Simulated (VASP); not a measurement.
A run of VASP 6.6.1 is set up as follows.

The input POSCAR:

```
CuAu
1.0
    2.7748378674      0.0000000000      0.0000000000
    0.0000000000      2.7748378674      0.0000000000
    0.0000000000      0.0000000000      3.5709069320
Au Cu
1 1
Direct
    0.0000000000      0.0000000000      0.0000000000
    0.5000000000      0.5000000000      0.5000000000
```

File INCAR.step1:

```
ALGO = Normal
EDIFF = 1E-5
ENCUT = 900
GGA = PE
GGA_COMPAT = F
ISMEAR = -1
LASPH = T
LCHARG = F
LREAL = F
LWAVE = T
NBANDS = 26
NELM = 120
PREC = Accurate
SIGMA = 0.05
```

Contents of INCAR.step2:

```
ALGO = Normal
EDIFF = 1E-6
ENCUT = 900
GGA_COMPAT = F
ISIF = 2
ISMEAR = -1
ISTART = 1
LASPH = T
LCHARG = F
LMIXTAU = T
LREAL = F
LWAVE = F
METAGGA = R2SCAN
NBANDS = 26
NELM = 120
PREC = Accurate
SIGMA = 0.05
```

Contents of KPOINTS:

```
k-points
0
Gamma
  9 9 7
```

Potentials or basis: VASP PAW PBE potentials, release 64 (Au_sv_GW, Cu_sv_GW).

Launch:

```console
$ cat potpaw_PBE.64/Au_sv_GW/POTCAR potpaw_PBE.64/Cu_sv_GW/POTCAR > POTCAR
$ cp INCAR.step1 INCAR
$ mpirun -np 1 vasp_std > vasp.out
$ cp INCAR.step2 INCAR
$ mpirun -np 1 vasp_std > vasp.out
```

Q: Predict the pressure.

A: 9.7 GPa.

Q: Estimate the band gap on the k mesh.

A: Zero (bands 19 and 20 overlap by 5.95 eV).

Stress tensor (GPa, compression positive):
```
9.69 0.00 0.00
0.00 9.69 0.00
0.00 0.00 9.60
```

Caveat: the cell stands under pressure; the PAW data sets were made with another functional, which shifts forces and pressure a little; spin-orbit coupling is left out, which moves the levels of the heavy elements.
